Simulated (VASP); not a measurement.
# Au (I4/mmm) in VASP: a series of runs

Au is run at these levels: PBE; tasks: single point, relaxation of cell and atoms.

Program: VASP 6.6.1. These are calculated values, not measurements. Logs are shortened: lines on timing, memory, paths and dates and some standing lists are left out, and cuts for length are marked.

## 1. The cell of the first run

The structure is tetragonal, space group I4/mmm (No. 139). The conventional cell has a = 3.011 Å, b = 3.011 Å, c = 2.815 Å, α = 90.00°, β = 90.00°, γ = 90.00°. Au (site symmetry 4/mmm) has 14 Au at 2.55 to 3.01 Å within 3.4 Å.

## 2. Single point, PBE

File INCAR:

```
SYSTEM = Au
PREC = Accurate ; ENCUT = 520
EDIFF = 1E-6 ; ISMEAR = 0
SIGMA = 0.1 ; LREAL = .False.
LASPH = .True. ; NELM = 100
ALGO = Fast ; ISIF = 2
LWAVE = .False. ; LCHARG = .False.
GGA = PE ; NBANDS = 12
```

File KPOINTS:

```
Automatic mesh
0
Gamma
  8 8 8
  0 0 0
```

File POSCAR:

```
Au
1.0
   -1.5055295854      1.5055295854      1.4076028036
    1.5055295854     -1.5055295854      1.4076028036
    1.5055295854      1.5055295854     -1.4076028036
Au
1
Direct
    0.0000000000      0.0000000000      0.0000000000
```

Potentials or basis: VASP PAW PBE potentials, release 64 (Au).

The run is started by

```console
$ cat potpaw_PBE.64/Au/POTCAR > POTCAR
$ mpirun -np 1 vasp_std > vasp.out
```

OUTCAR:

```text
SYSTEM = Au
   PREC = Accurate
   ENCUT = 520
   EDIFF = 1E-6
   ISMEAR = 0
   LREAL = .False.
   LASPH = .True.
   NELM = 100
   ISIF = 2
   GGA = PE

 ion  position               nearest neighbor table
   1  0.000  0.000  0.000-

  LATTYP: Found a body centered tetragonal cell.
 ALAT       =     3.0110591708
 C/A-ratio  =     0.9349552591

  Lattice vectors:

 A1 = (  -1.5055295854,   1.5055295854,   1.4076028036)
 A2 = (   1.5055295854,  -1.5055295854,   1.4076028036)
 A3 = (   1.5055295854,   1.5055295854,  -1.4076028036)

Analysis of symmetry for initial positions (statically):
=====================================================================
 Subroutine PRICEL returns:
 Original cell was already a primitive cell.

 Routine SETGRP: Setting up the symmetry group for a
 body centered tetragonal supercell.

 Subroutine GETGRP returns: Found 16 space group operations
 (whereof 16 operations were pure point group operations)
 out of a pool of 16 trial point group operations.

The static configuration has the point symmetry D_4h.

Analysis of symmetry for dynamics (positions and initial velocities):
=====================================================================
 Subroutine PRICEL returns:
 Original cell was already a primitive cell.

 Routine SETGRP: Setting up the symmetry group for a
 body centered tetragonal supercell.

 Subroutine GETGRP returns: Found 16 space group operations
 (whereof 16 operations were pure point group operations)
 out of a pool of 16 trial point group operations.

The dynamic configuration has the point symmetry D_4h.

 Subroutine INISYM returns: Found 16 space group operations
 (whereof 16 operations are pure point group operations),
 and found     1 'primitive' translations

----------------------------------------------------------------------------------------

                                     Primitive cell

  volume of cell :      12.7620

  direct lattice vectors                    reciprocal lattice vectors
    -1.505529585  1.505529585  1.407602804     0.000000000  0.332109050  0.355213842
     1.505529585 -1.505529585  1.407602804     0.332109050  0.000000000  0.355213842
     1.505529585  1.505529585 -1.407602804     0.332109050  0.332109050  0.000000000

  length of vectors
     2.552368374  2.552368374  2.552368374     0.486285199  0.486285199  0.469673122

  position of ions in fractional coordinates (direct lattice)
     0.000000000  0.000000000  0.000000000

  ion indices of the primitive-cell ions
   primitive index   ion index
[... 82 lines left out ...]
   TEBEG  =    0.0;   TEEND  =   0.0 temperature during run
   PSTRESS=    0.0 pullay stress
   NELECT =      11.0000    total number of electrons
   NUPDOWN=      -1.0000    fix difference up-down
   EMIN   =  10.00;   EMAX   =-10.00  energy-range for DOS
   EFERMI =   0.00;   METHOD = LEGACY
   ISMEAR =     0;   SIGMA  =   0.10  broadening in eV -4-tet -1-fermi 0-gaus
   EFERMI_NEDOS =   21; number of points for ismear=-14 and -15
   IALGO  =     68    algorithm
   IMIX   =      4    mixing-type and parameters
     AMIX     =   0.40;   BMIX     =  1.00
     AMIX_MAG =   1.60;   BMIX_MAG =  1.00
  volume/ion in A,a.u.               =      12.76        86.12
  Fermi-wavevector in a.u.,A,eV,Ry     =   1.557995  2.944184 33.026095  2.427350
  Thomas-Fermi vector in A             =   2.661564
   LORBIT       =      0    0 simple, 1 ext, 2 COOP (PROOUT), +10 PAW based schemes
   GGA     = PE    functional components
   LHFCALC =     F    Hartree Fock is set to
   AEXX    =    0.0000 exact exchange contribution
   IVDW    =     0    specifies the selected vdW correction
   LEPSILON=     F    determine dielectric tensor
   LRPA    =     F    only Hartree local field effects (RPA)
 non-spin polarized calculation
 RMM-DIIS sequential band-by-band and
 Gauss-broadening in eV      SIGMA  =   0.10
  energy-cutoff  :      520.00
  volume of cell :       12.76
 maximum number of plane-waves:       362
   NGX =  9   NGY =  9   NGZ =  9

 number of electron      10.9999999 magnetization

 Free energy of the ion-electron system (eV)
  ---------------------------------------------------
  ext. energy  EPLUGINS =         0.00000000
  ---------------------------------------------------
  free energy    TOTEN  =        -1.73923562 eV

  energy without entropy =       -1.73592826  energy(sigma->0) =       -1.73758194

 E-fermi :  15.6473     XC(G=0): -14.5170

 val. band max:       15.6375139893   @ k =   0.5000   0.1250   0.0000
 cond. band min:      15.6913638603   @ k =   0.3750   0.1250   0.0000
 fundamental gap:      0.0538498710
 Fermi energy:        15.6472859592

 k-point     1 :       0.0000    0.0000    0.0000
  band No.  band energies     occupation
      1       1.8158      2.00000
      2       7.8380      2.00000
      3       8.5727      2.00000
      4       8.5727      2.00000
      5      10.7841      2.00000
      6      11.7383      2.00000
      7      30.7633      0.00000
      8      30.7633      0.00000
      9      32.3330      0.00000
     10      43.0958      0.00000
     11      43.8637      0.00000
     12      43.9515      0.00000
[... 331 lines left out ...]
 k-point    24 :       0.3750    0.1250    0.1250
  band No.  band energies     occupation
      1       5.8137      2.00000
      2       6.4644      2.00000
      3       9.8426      2.00000
      4      11.4190      2.00000
      5      12.1562      2.00000
      6      18.6058      0.00000
      7      20.2104      0.00000
      8      26.9463      0.00000
      9      27.0738      0.00000
     10      39.3244      0.00000
     11      41.8092      0.00000
     12      43.1598      0.00000

 [... further k-points ...]

------------------------ aborting loop because EDIFF is reached ----------------------------------------

  FORCE on cell =-STRESS in cart. coord.  units (eV):
  Direction    XX          YY          ZZ          XY          YZ          ZX
  --------------------------------------------------------------------------------------
  -------------------------------------------------------------------------------------
  Total       10.2293964     10.2293964      9.9840104      0.0000000     -0.0000000      0.0000000
  in kB     1284.2272635   1284.2272635   1253.4208137      0.0000000     -0.0000000      0.0000000
  external PRESSURE =    1273.9584469 kB  Pullay stress =       0.0000000 kB

 VOLUME and BASIS-vectors are now :
 -----------------------------------------------------------------------------
  energy-cutoff  :      520.00
  volume of cell :       12.76
      direct lattice vectors                 reciprocal lattice vectors
    -1.505529585  1.505529585  1.407602804     0.000000000  0.332109050  0.355213842
     1.505529585 -1.505529585  1.407602804     0.332109050  0.000000000  0.355213842
     1.505529585  1.505529585 -1.407602804     0.332109050  0.332109050  0.000000000

 POSITION                                       TOTAL-FORCE (eV/Angst)
 -----------------------------------------------------------------------------------
      0.00000      0.00000      0.00000         0.000000     -0.000000     -0.000000
 -----------------------------------------------------------------------------------
    total drift:                                0.000000     -0.000000      0.000000

  FREE ENERGIE OF THE ION-ELECTRON SYSTEM (eV)
  ---------------------------------------------------
  free  energy   TOTEN  =        -1.7392356154 eV

  energy  without entropy=       -1.7359282591  energy(sigma->0) =       -1.73758194
```

OSZICAR:

```text
N       E                     dE             d eps       ncg     rms          rms(c)
DAV:   1     0.534643115086E+02    0.53464E+02   -0.58046E+03  1456   0.843E+02
DAV:   2    -0.123653044327E+01   -0.54701E+02   -0.52518E+02  1740   0.204E+02
DAV:   3    -0.200085624527E+01   -0.76433E+00   -0.76399E+00  1680   0.224E+01
DAV:   4    -0.200304471348E+01   -0.21885E-02   -0.21884E-02  1704   0.139E+00
DAV:   5    -0.200305614559E+01   -0.11432E-04   -0.11430E-04  1692   0.918E-02    0.225E+01
RMM:   6    -0.179306765911E+01    0.20999E+00   -0.13726E-01  1465   0.326E+00    0.133E+01
RMM:   7    -0.174312075592E+01    0.49947E-01   -0.68026E-02  1547   0.242E+00    0.231E+00
RMM:   8    -0.173920644161E+01    0.39143E-02   -0.96852E-03  1551   0.883E-01    0.279E-01
RMM:   9    -0.173923098482E+01   -0.24543E-04   -0.44974E-04  1725   0.165E-01    0.102E-01
RMM:  10    -0.173923229063E+01   -0.13058E-05   -0.62835E-05  1649   0.592E-02    0.533E-02
RMM:  11    -0.173923549564E+01   -0.32050E-05   -0.14349E-05  1658   0.266E-02    0.117E-02
RMM:  12    -0.173923561536E+01   -0.11972E-06   -0.22028E-06  1356   0.106E-02
   1 F= -.17392356E+01 E0= -.17375819E+01  d E =-.330736E-02
```

Wall time 7 s (1 thread of Intel Xeon Platinum 8375C at 2.90GHz (Ice Lake), shared host); peak memory 0.13 GiB.

What came out:

```
Free energy : -1.7392 eV
Pressure    : 127.4 GPa
```

Stress tensor (GPa, compression positive):
```
128.42   0.00   0.00
  0.00 128.42   0.00
  0.00   0.00 125.34
```

Levels at points of the mesh, in eV from the Fermi level:
| k point | band 2 | band 3 | band 4 | band 5 | band 6 | band 7 | band 8 | band 9 | band 10 | band 11 |
| --- | --- | --- | --- | --- | --- | --- | --- | --- | --- | --- |
| (0.00, 0.00, 0.00) | -7.81 | -7.07 | -7.07 | -4.86 | -3.91 | 15.12 | 15.12 | 16.69 | 27.45 | 28.22 |
| (0.50, 0.00, 0.00) | -9.36 | -4.45 | -3.47 | -2.27 | -1.65 | 5.51 | 11.40 | 15.02 | 24.10 | 25.39 |
| (0.50, 0.50, 0.00) | -8.59 | -5.13 | -4.16 | -2.81 | -1.76 | 4.77 | 12.09 | 16.87 | 22.42 | 26.74 |
| (0.50, 0.50, 0.50) | -10.64 | -2.40 | -2.40 | -2.16 | 5.38 | 5.38 | 7.68 | 13.12 | 18.49 | 20.48 |

Caveat: the k points lie up to 0.38 Å⁻¹ apart; spin-orbit coupling is left out, which moves the levels of the heavy elements.

## 3. Relaxation of cell and atoms, PBE

File INCAR:

```
SYSTEM = Au
PREC = Accurate
ENCUT = 600
EDIFF = 1E-6
ISMEAR = 0
SIGMA = 0.1
LREAL = .FALSE.
LASPH = .TRUE.
NELM = 60
ALGO = Normal
ISIF = 3
LWAVE = .FALSE.
LCHARG = .FALSE.
GGA = PE
IBRION = 2
NSW = 80
EDIFFG = -0.05
```

File KPOINTS:

```
regular mesh
0
G
  10 10 10
  0 0 0
```

POSCAR is that of step 2.

Potentials or basis: VASP PAW PBE potentials, release 64 (Au).

The run is started by

```console
$ cat potpaw_PBE.64/Au/POTCAR > POTCAR
$ mpirun -np 1 vasp_std > vasp.out
```

It took 84 s on 1 thread of Intel Xeon Platinum 8375C at 2.90GHz (Ice Lake), shared host; peak memory 0.15 GiB.

The run converged. Its results:

```yaml
Free_energy: -3.1868 eV
Relaxed_volume: 18.02 Å³/atom
Relaxed_cell: a = 2.871 Å, b = 2.871 Å, c = 2.871 Å, α = 106.17°, β = 106.17°, γ = 116.30°
Space_group_after_relaxing_to_0.05_Å: I4/mmm (No. 139)
Energy_gained_by_relaxing: 1423.0 meV/atom
Ionic_steps: 18
Pressure_after_relaxing: 0.0 GPa
```

Step by step:
```tsv
step	energy change (eV)	largest force (eV/Å)	pressure (GPa)	volume (Å³)
1	0.0000	0.0000	127.45	12.76
2	0.4921	0.0000	-8.20	42.19
3	0.0624	0.0000	-11.97	35.31
4	-0.4457	0.0000	-15.43	29.39
5	-1.3488	0.0000	-10.02	19.93
6	-1.3085	0.0000	21.04	16.08
7	-1.4137	0.0000	-3.09	18.44
8	-1.4182	0.0000	0.33	17.95
9	-1.4181	0.0000	-0.53	18.06
10	-1.4189	0.0000	0.49	17.93
11	-1.4190	0.0000	0.88	17.88
12	-1.4194	0.0000	0.88	17.88
13	-1.4206	0.0000	0.94	17.88
14	-1.4224	0.0000	1.05	17.88
15	-1.4177	0.0000	1.88	17.84
16	-1.4225	0.0000	1.12	17.88
17	-1.4230	0.0000	-0.44	18.09
18	-1.4230	0.0000	0.01	18.02
```

Final structure:
```
Au
1.0
    -1.72457    1.72457    1.51514
     1.72457   -1.72457    1.51514
     1.72457    1.72457   -1.51514
Au
1
Direct
  0.00000 0.00000 0.00000
```

Levels at points of the mesh, in eV from the Fermi level:
```tsv
k point	band 2	band 3	band 4	band 5	band 6	band 7	band 8	band 9
(0.00, 0.00, 0.00)	-5.21	-4.37	-4.37	-3.61	-2.60	15.50	15.50	18.13
(0.50, 0.00, 0.00)	-5.96	-3.15	-2.25	-1.62	-0.25	3.53	11.66	12.50
(0.50, 0.50, 0.00)	-5.07	-3.81	-3.06	-1.69	-1.00	2.43	13.53	15.49
(0.50, 0.50, 0.50)	-6.51	-1.99	-1.99	-1.75	4.93	4.93	8.38	8.73
```

Caveat: the volume moved by over 15 % at a fixed basis, so the end points are rough; spin-orbit coupling is left out, which moves the levels of the heavy elements.
